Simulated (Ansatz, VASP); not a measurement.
K: VASP beside Ansatz

```
K
1.0
     0.00000    3.37708    3.37708
     3.37708    0.00000    3.37708
     3.37708    3.37708    0.00000
K
1
Direct
  0.00000 0.00000 0.00000
```

Alike in both runs: task single point; functional PBEsol; k mesh 9 × 9 × 9; occupations fermi-dirac, width 0.1 eV; no spin polarisation.

|  | VASP | Ansatz |
| --- | --- | --- |
| version | VASP 6.6.1 | Ansatz 0.2.0 |
| potentials or method | VASP PAW PBE potentials, release 64 (K_sv), cutoff 520 eV | plane waves (420 eV) with PAW, scalar-relativistic |
| valence electrons in the cell | 9 | 9 |

|  | VASP | Ansatz | Ansatz less VASP |
| --- | --- | --- | --- |
| pressure (GPa) | -0.3 | -0.2 | +0.01 |

VASP's potentials were made for PBE, not for PBEsol, and Ansatz warns of the same on its side. With one functional, cell and mesh, what is left measures potentials, basis and numerics.
